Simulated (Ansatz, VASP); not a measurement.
CaSe in VASP and in Ansatz

```xyz
2
Lattice="0.0000 2.9124 2.9124 2.9124 0.0000 2.9124 2.9124 2.9124 0.0000" Properties=species:S:1:pos:R:3 pbc="T T T"
Ca    0.0000    0.0000    0.0000
Se    2.9124    2.9124    2.9124
```

Alike in both runs: task single point; functional PBE; k mesh 4 × 4 × 4; no spin polarisation.

|  | VASP | Ansatz |
| --- | --- | --- |
| version | VASP 6.6.1 | Ansatz 0.2.0-dev |
| potentials or method | VASP PAW PBE potentials, release 64 (Ca_sv, Se), cutoff 500 eV | hard PAW set made for 700 eV |
| occupations | gaussian, width 0.01 eV | fixed |

|  | VASP | Ansatz | Ansatz less VASP |
| --- | --- | --- | --- |
| gap on the k mesh at the Fermi level (eV) | 1.89 | 1.91 | +0.011 |

The k mesh is coarse, so the values compare programs but aren't converged.
